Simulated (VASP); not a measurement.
Runs of VASP 6.6.1 on LiCl. The structure is that of space group Fm-3m (No. 225), or close to it. The cells are those of the table. 

```tsv
level	cell	k mesh	smearing	grid for exact exchange (PRECFOCK)	screening parameter	gap on the mesh (eV)
HSE06	a = 3.561 Å, angles 60.0°, 2 atoms	6 × 6 × 6	gaussian 0.01 eV	Normal	0.2079 1/Å	(a)
r2SCAN	a = 3.519 Å, angles 61.8°, 2 atoms	8 × 8 × 8	gaussian 0.01 eV	-	-	7.19
PBE	a = 3.615, b = 3.615, c = 3.651 Å, angles 59.7, 59.7, 59.3°, 2 atoms	8 × 8 × 8	fermi-dirac 0.02 eV	-	-	6.34
HSE06	a = 3.615 Å, angles 60.0°, 2 atoms	6 × 6 × 6	gaussian 0.01 eV	Normal	0.2079 1/Å	7.79
r2SCAN	a = 3.615, b = 3.615, c = 3.651 Å, angles 59.7, 59.7, 59.3°, 2 atoms	8 × 8 × 8	gaussian 0.01 eV	-	-	7.30
PBE	a = 3.519 Å, angles 61.8°, 2 atoms	8 × 8 × 8	fermi-dirac 0.02 eV	-	-	6.44
r2SCAN	a = 3.796 Å, angles 60.0°, 2 atoms	8 × 8 × 8	gaussian 0.01 eV	-	-	(b)
```

Alike in all rows: task single point; potentials or basis VASP PAW PBE potentials, release 64 (Li_sv, Cl); no spin polarisation; cutoff (eV) 520.

Question: Fill in the values left out.

Answer: (a) 8.08; (b) 6.56.

A k mesh can miss the band edges.
